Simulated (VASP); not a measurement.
# ZrO2 (Fm-3m) in VASP: a series of runs

Runs on ZrO2. Level: PBE. Tasks: single point.

Program: VASP 6.6.1. These are calculated values, not measurements. Logs are shortened: lines on timing, memory, paths and dates and some standing lists are left out, and cuts for length are marked.

## (1) The cell of the first run

It takes space group Fm-3m (No. 225, cubic). Conventional cell: a = 5.003 Å, b = 5.003 Å, c = 5.003 Å, α = 90.00°, β = 90.00°, γ = 90.00°. Within 2.9 Å of Zr (site symmetry m-3m) lie 8 O at 2.17 Å. Within 2.9 Å of O (site symmetry -43m) lie 4 Zr at 2.17 Å and 6 O at 2.50 Å.

## (2) Single point, PBE (volume changed by -5%)

INCAR

```
SYSTEM = ZrO2
PREC = Accurate
ENCUT = 600
EDIFF = 1E-6
ISMEAR = 0
SIGMA = 0.01
LREAL = .FALSE.
LASPH = .TRUE.
NELM = 120
ALGO = Normal
ISIF = 2
LWAVE = .FALSE.
LCHARG = .FALSE.
GGA = PE
NBANDS = 19
GGA_COMPAT = .FALSE.
```

KPOINTS

```
Automatic mesh
0
G
  4 4 4
  0 0 0
```

POSCAR

```
ZrO2
1.0
    0.0000000000      2.5015745131      2.5015745131
    2.5015745131      0.0000000000      2.5015745131
    2.5015745131      2.5015745131      0.0000000000
Zr O
1 2
Direct
    0.0000000000      0.0000000000      0.0000000000
    0.2500000000      0.2500000000      0.2500000000
    0.7500000000      0.7500000000      0.7500000000
```

Potentials or basis: VASP PAW PBE potentials, release 64 (Zr_sv, O).

On the command line:

```bash
$ cat potpaw_PBE.64/Zr_sv/POTCAR potpaw_PBE.64/O/POTCAR > POTCAR
$ mpirun -np 1 vasp_std > vasp.out
```

OUTCAR:

```text
SYSTEM = ZrO2
   PREC = Accurate
   ENCUT = 600
   EDIFF = 1E-6
   ISMEAR = 0
   LREAL = .FALSE.
   LASPH = .TRUE.
   NELM = 120
   ISIF = 2
   GGA = PE

 ion  position               nearest neighbor table
   1  0.000  0.000  0.000-   3 2.17   3 2.17   3 2.17   2 2.17   3 2.17   2 2.17   2 2.17   2 2.17

   2  0.250  0.250  0.250-   1 2.17   1 2.17   1 2.17   1 2.17
   3  0.750  0.750  0.750-   1 2.17   1 2.17   1 2.17   1 2.17

  LATTYP: Found a face centered cubic cell.
 ALAT       =     5.0031490262

  Lattice vectors:

 A1 = (   0.0000000000,   2.5015745131,   2.5015745131)
 A2 = (   2.5015745131,   0.0000000000,   2.5015745131)
 A3 = (   2.5015745131,   2.5015745131,   0.0000000000)

Analysis of symmetry for initial positions (statically):
=====================================================================
 Subroutine PRICEL returns:
 Original cell was already a primitive cell.

 Routine SETGRP: Setting up the symmetry group for a
 face centered cubic supercell.

 Subroutine GETGRP returns: Found 48 space group operations
 (whereof 48 operations were pure point group operations)
 out of a pool of 48 trial point group operations.

The static configuration has the point symmetry O_h .

Analysis of symmetry for dynamics (positions and initial velocities):
=====================================================================
 Subroutine PRICEL returns:
 Original cell was already a primitive cell.

 Routine SETGRP: Setting up the symmetry group for a
 face centered cubic supercell.

 Subroutine GETGRP returns: Found 48 space group operations
 (whereof 48 operations were pure point group operations)
 out of a pool of 48 trial point group operations.

The dynamic configuration has the point symmetry O_h .

 Subroutine INISYM returns: Found 48 space group operations
 (whereof 48 operations are pure point group operations),
 and found     1 'primitive' translations

----------------------------------------------------------------------------------------

                                     Primitive cell

  volume of cell :      31.3091

  direct lattice vectors                    reciprocal lattice vectors
     0.000000000  2.501574513  2.501574513    -0.199874118  0.199874118  0.199874118
     2.501574513  0.000000000  2.501574513     0.199874118 -0.199874118  0.199874118
     2.501574513  2.501574513  0.000000000     0.199874118  0.199874118 -0.199874118

  length of vectors
     3.537760604  3.537760604  3.537760604     0.346192128  0.346192128  0.346192128

  position of ions in fractional coordinates (direct lattice)
     0.000000000  0.000000000  0.000000000
     0.250000000  0.250000000  0.250000000
     0.750000000  0.750000000  0.750000000

  ion indices of the primitive-cell ions
   primitive index   ion index
                 1           1
                 2           2
                 3           3

----------------------------------------------------------------------------------------

 KPOINTS: Automatic mesh

Automatic generation of k-mesh.
 Grid dimensions read from file:
 generate k-points for:    4    4    4

 Generating k-lattice:

  Cartesian coordinates                     Fractional coordinates (reciprocal lattice)
    -0.049968530  0.049968530  0.049968530     0.250000000  0.000000000  0.000000000
     0.049968530 -0.049968530  0.049968530     0.000000000  0.250000000  0.000000000
     0.049968530  0.049968530 -0.049968530     0.000000000  0.000000000  0.250000000

  Length of vectors
     0.086548032  0.086548032  0.086548032

  Shift w.r.t. Gamma in fractional coordinates (k-lattice)
     0.000000000  0.000000000  0.000000000

 Subroutine IBZKPT returns following result:
 ===========================================

 Found      8 irreducible k-points:

 Following reciprocal coordinates:
            Coordinates               Weight
  0.000000  0.000000  0.000000      1.000000
  0.250000  0.000000  0.000000      8.000000
  0.500000  0.000000  0.000000      4.000000
  0.250000  0.250000  0.000000      6.000000
  0.500000  0.250000  0.000000     24.000000
 -0.250000  0.250000  0.000000     12.000000
  0.500000  0.500000  0.000000      3.000000
 -0.250000  0.500000  0.250000      6.000000
   k-points           NKPTS =      8   k-points in BZ     NKDIM =      8   number of bands    NBANDS=     19
   number of dos      NEDOS =    301   number of ions     NIONS =      3
   total plane-waves  NPLWV =  21952
   dimension x,y,z NGX =    28 NGY =   28 NGZ =   28
   dimension x,y,z NGXF=    56 NGYF=   56 NGZF=   56
   ions per type =               1   2
   NGX,Y,Z   is equivalent  to a cutoff of  13.16, 13.16, 13.16 a.u.
   NGXF,Y,Z  is equivalent  to a cutoff of  26.32, 26.32, 26.32 a.u.
 SYSTEM =  ZrO2
   PREC   = accura    normal or accurate (medium, high low for compatibility)
   ISTART =      0    job   : 0-new  1-cont  2-samecut
   ICHARG =      2    charge: 1-file 2-atom 10-const
   ISPIN  =      1    spin polarized calculation?
   LNONCOLLINEAR =      F non collinear calculations
   LSORBIT =      F    spin-orbit coupling
   LASPH  =      T    aspherical Exc in radial PAW
   ENCUT  =  600.0 eV  44.10 Ry    6.64 a.u.   7.07  7.07  7.07*2*pi/ulx,y,z
   NELM   =    120;   NELMIN=  2; NELMDL= -5     # of ELM steps
   EDIFF  = 0.1E-05   stopping-criterion for ELM
   LREAL  =      F    real-space projection
   EDIFFG = 0.1E-04   stopping-criterion for IOM
   NSW    =      0    number of steps for IOM
   IBRION =     -1    ionic relax: 0-MD 1-quasi-New 2-CG
   NFREE  =      0    steps in history (QN), initial steepest desc. (CG)
   ISIF   =      2    stress and relaxation
   ISYM   =      2    0-nonsym 1-usesym 2-fastsym
   POTIM  = 0.5000    time-step for ionic-motion
   TEBEG  =    0.0;   TEEND  =   0.0 temperature during run
   PSTRESS=    0.0 pullay stress
   NELECT =      24.0000    total number of electrons
   NUPDOWN=      -1.0000    fix difference up-down
   EMIN   =  10.00;   EMAX   =-10.00  energy-range for DOS
   EFERMI =   0.00;   METHOD = LEGACY
   ISMEAR =     0;   SIGMA  =   0.01  broadening in eV -4-tet -1-fermi 0-gaus
   EFERMI_NEDOS =   21; number of points for ismear=-14 and -15
   IALGO  =     38    algorithm
   IMIX   =      4    mixing-type and parameters
     AMIX     =   0.40;   BMIX     =  1.00
     AMIX_MAG =   1.60;   BMIX_MAG =  1.00
  volume/ion in A,a.u.               =      10.44        70.43
  Fermi-wavevector in a.u.,A,eV,Ry     =   1.498264  2.831309 30.542308  2.244796
  Thomas-Fermi vector in A             =   2.610046
   LORBIT       =      0    0 simple, 1 ext, 2 COOP (PROOUT), +10 PAW based schemes
   GGA     = PE    functional components
   LHFCALC =     F    Hartree Fock is set to
   AEXX    =    0.0000 exact exchange contribution
   IVDW    =     0    specifies the selected vdW correction
   LEPSILON=     F    determine dielectric tensor
   LRPA    =     F    only Hartree local field effects (RPA)
 non-spin polarized calculation
 Gauss-broadening in eV      SIGMA  =   0.01
  energy-cutoff  :      600.00
  volume of cell :       31.31
 maximum number of plane-waves:      1056
   NGX = 15   NGY = 15   NGZ = 15

 number of electron      24.0000000 magnetization

 Free energy of the ion-electron system (eV)
  ---------------------------------------------------
  ext. energy  EPLUGINS =         0.00000000
  ---------------------------------------------------
  free energy    TOTEN  =       -28.44908167 eV

  energy without entropy =      -28.44908167  energy(sigma->0) =      -28.44908167

 E-fermi :   7.9196     XC(G=0): -12.0630

 val. band max:        7.8178358504   @ k =   0.5000   0.5000   0.0000
 cond. band min:      11.3122777583   @ k =   0.0000   0.0000   0.0000
 fundamental gap:      3.4944419080
 Fermi energy:         7.9196184654

 k-point     1 :       0.0000    0.0000    0.0000
  band No.  band energies     occupation
      1     -40.0278      2.00000
      2     -17.8533      2.00000
      3     -17.8533      2.00000
      4     -17.8533      2.00000
      5     -10.6265      2.00000
      6      -7.8794      2.00000
      7       2.2802      2.00000
      8       2.2802      2.00000
      9       2.2802      2.00000
     10       7.2685      2.00000
     11       7.2685      2.00000
     12       7.2685      2.00000
     13      11.3123      0.00000
     14      11.3123      0.00000
     15      14.7858      0.00000
     16      17.8255      0.00000
     17      17.8255      0.00000
     18      17.8255      0.00000
     19      22.6318      0.00000

 k-point     2 :       0.2500    0.0000    0.0000
  band No.  band energies     occupation
      1     -39.9971      2.00000
      2     -18.3161      2.00000
      3     -17.8971      2.00000
      4     -17.8971      2.00000
      5      -9.8541      2.00000
      6      -8.3451      2.00000
      7       2.8323      2.00000
      8       2.8323      2.00000
      9       3.8146      2.00000
     10       6.1570      2.00000
     11       6.4593      2.00000
     12       6.4593      2.00000
     13      12.0853      0.00000
     14      12.0853      0.00000
     15      15.0110      0.00000
     16      17.1020      0.00000
     17      17.1020      0.00000
     18      17.4024      0.00000
     19      21.7445      0.00000

 k-point     3 :       0.5000    0.0000    0.0000
  band No.  band energies     occupation
      1     -39.9661      2.00000
      2     -18.7138      2.00000
      3     -17.9402      2.00000
      4     -17.9402      2.00000
      5      -9.6339      2.00000
      6      -8.1356      2.00000
      7       3.3450      2.00000
      8       3.3450      2.00000
      9       5.1944      2.00000
     10       5.2976      2.00000
     11       6.1377      2.00000
     12       6.1377      2.00000
     13      12.0179      0.00000
     14      12.0179      0.00000
     15      14.3893      0.00000
     16      16.8353      0.00000
     17      16.8353      0.00000
     18      17.0162      0.00000
     19      22.6390      0.00000

 k-point     4 :       0.2500    0.2500    0.0000
  band No.  band energies     occupation
      1     -39.9869      2.00000
      2     -18.3626      2.00000
      3     -17.9629      2.00000
      4     -17.9629      2.00000
      5      -9.4492      2.00000
      6      -8.6300      2.00000
      7       3.0796      2.00000
      8       3.0796      2.00000
      9       3.8960      2.00000
     10       4.6377      2.00000
     11       7.2497      2.00000
     12       7.2497      2.00000
     13      11.9921      0.00000
     14      12.2481      0.00000
     15      16.2195      0.00000
     16      16.2195      0.00000
     17      16.5377      0.00000
     18      16.8116      0.00000
     19      23.0092      0.00000

 k-point     5 :       0.5000    0.2500    0.0000
  band No.  band energies     occupation
      1     -39.9560      2.00000
      2     -18.6064      2.00000
      3     -18.1775      2.00000
      4     -18.0058      2.00000
      5      -9.0748      2.00000
      6      -8.5097      2.00000
      7       2.7117      2.00000
      8       3.9247      2.00000
      9       4.0018      2.00000
     10       6.1953      2.00000
     11       6.5658      2.00000
     12       6.6331      2.00000
     13      12.1997      0.00000
     14      12.4765      0.00000
     15      14.5611      0.00000
     16      15.5290      0.00000
     17      16.0715      0.00000
     18      19.0927      0.00000
     19      23.1634      0.00000

 k-point     6 :      -0.2500    0.2500    0.0000
  band No.  band energies     occupation
      1     -39.9663      2.00000
      2     -18.4796      2.00000
      3     -18.2118      2.00000
      4     -17.9408      2.00000
      5      -9.1003      2.00000
      6      -8.6508      2.00000
      7       2.8707      2.00000
      8       3.9734      2.00000
      9       4.5724      2.00000
     10       5.0903      2.00000
     11       5.7531      2.00000
     12       7.2291      2.00000
     13      11.7983      0.00000
     14      12.7851      0.00000
     15      14.9532      0.00000
     16      15.2761      0.00000
     17      16.6013      0.00000
     18      18.8670      0.00000
     19      22.9677      0.00000

 k-point     7 :       0.5000    0.5000    0.0000
  band No.  band energies     occupation
      1     -39.9458      2.00000
      2     -18.7825      2.00000
      3     -18.0704      2.00000
      4     -18.0704      2.00000
      5      -9.2317      2.00000
      6      -8.1934      2.00000
      7       1.5912      2.00000
      8       4.5908      2.00000
      9       4.5908      2.00000
     10       6.2330      2.00000
     11       6.2330      2.00000
     12       7.8178      2.00000
     13      11.8018      0.00000
     14      12.8380      0.00000
     15      14.1271      0.00000
     16      15.5551      0.00000
     17      15.5551      0.00000
     18      21.9347      0.00000
     19      21.9359      0.00000

 k-point     8 :      -0.2500    0.5000    0.2500
  band No.  band energies     occupation
      1     -39.9457      2.00000
      2     -18.4461      2.00000
      3     -18.4461      2.00000
      4     -18.0759      2.00000
      5      -8.6880      2.00000
      6      -8.6880      2.00000
      7       2.8629      2.00000
      8       2.9603      2.00000
      9       5.3554      2.00000
     10       5.3554      2.00000
     11       6.3754      2.00000
     12       7.6010      2.00000
     13      12.4947      0.00000
     14      12.6685      0.00000
     15      14.5675      0.00000
     16      14.5675      0.00000
     17      15.7128      0.00000
     18      20.5060      0.00000
     19      24.4321      0.00000

------------------------ aborting loop because EDIFF is reached ----------------------------------------

  FORCE on cell =-STRESS in cart. coord.  units (eV):
  Direction    XX          YY          ZZ          XY          YZ          ZX
  --------------------------------------------------------------------------------------
  -------------------------------------------------------------------------------------
  Total        3.5769776      3.5769776      3.5769776      0.0000000     -0.0000000      0.0000000
  in kB      183.0444139    183.0444139    183.0444139      0.0000000     -0.0000000      0.0000000
  external PRESSURE =     183.0444139 kB  Pullay stress =       0.0000000 kB

 VOLUME and BASIS-vectors are now :
 -----------------------------------------------------------------------------
  energy-cutoff  :      600.00
  volume of cell :       31.31
      direct lattice vectors                 reciprocal lattice vectors
     0.000000000  2.501574513  2.501574513    -0.199874118  0.199874118  0.199874118
     2.501574513  0.000000000  2.501574513     0.199874118 -0.199874118  0.199874118
     2.501574513  2.501574513  0.000000000     0.199874118  0.199874118 -0.199874118

 POSITION                                       TOTAL-FORCE (eV/Angst)
 -----------------------------------------------------------------------------------
      0.00000      0.00000      0.00000         0.000000      0.000000     -0.000000
      1.25079      1.25079      1.25079         0.000000      0.000000     -0.000000
      3.75236      3.75236      3.75236        -0.000000     -0.000000      0.000000
 -----------------------------------------------------------------------------------
    total drift:                                0.000000      0.000000      0.000000

  FREE ENERGIE OF THE ION-ELECTRON SYSTEM (eV)
  ---------------------------------------------------
  free  energy   TOTEN  =       -28.4490816744 eV

  energy  without entropy=      -28.4490816744  energy(sigma->0) =      -28.44908167
```

Wall time 13 s (1 thread of Intel Xeon 8259CL, shared host); peak memory 0.16 GiB.

What came out:

```
Free energy            : -28.4491 eV
Pressure               : 18.3 GPa
Band gap on the k mesh : 3.49 eV, indirect (least direct gap 3.98 eV)
```

Caveat: the k points lie up to 0.54 Å⁻¹ apart.

## (3) Single point, PBE (volume changed by -10%)

INCAR

```
PREC = Accurate
ENCUT = 600
EDIFF = 1E-6
ISMEAR = 0
SIGMA = 0.01
LREAL = F
LASPH = T
NELM = 120
ALGO = Normal
ISIF = 2
LWAVE = F
LCHARG = T
GGA = PE
LELF = T
LVHAR = T
NBANDS = 19
GGA_COMPAT = F
```

KPOINTS

```
regular mesh
0
Gamma
  4 4 4
```

POSCAR

```
ZrO2
1.0
    0.0000000000      2.4568939539      2.4568939539
    2.4568939539      0.0000000000      2.4568939539
    2.4568939539      2.4568939539      0.0000000000
Zr O
1 2
Direct
    0.0000000000      0.0000000000      0.0000000000
    0.2500000000      0.2500000000      0.2500000000
    0.7500000000      0.7500000000      0.7500000000
```

Potentials or basis: VASP PAW PBE potentials, release 64 (Zr_sv, O).

On the command line:

```bash
$ cat potpaw_PBE.64/Zr_sv/POTCAR potpaw_PBE.64/O/POTCAR > POTCAR
$ mpirun -np 1 vasp_std > vasp.out
```

It took 14 s on 1 thread of Intel Xeon 8259CL, shared host; peak memory 0.15 GiB.

It converged, with:

| Quantity | Value |
| --- | --- |
| Free energy | -28.1630 eV |
| Pressure | 37.0 GPa |
| Band gap on the k mesh | 3.63 eV, indirect (least direct gap 4.18 eV) |

Levels at points of the mesh, in eV from the valence-band top:
| k point | band 10 | band 11 | band 12 | band 13 | band 14 | band 15 |
| --- | --- | --- | --- | --- | --- | --- |
| (0.00, 0.00, 0.00) | -0.57 | -0.57 | -0.57 | 3.63 | 3.63 | 7.38 |
| (0.50, 0.00, 0.00) | -2.56 | -1.71 | -1.71 | 4.41 | 4.41 | 7.11 |
| (0.50, 0.50, 0.00) | -1.67 | -1.67 | 0.00 | 4.18 | 5.32 | 6.84 |

Caveat: the k points lie up to 0.55 Å⁻¹ apart. A k mesh can miss the band edges.
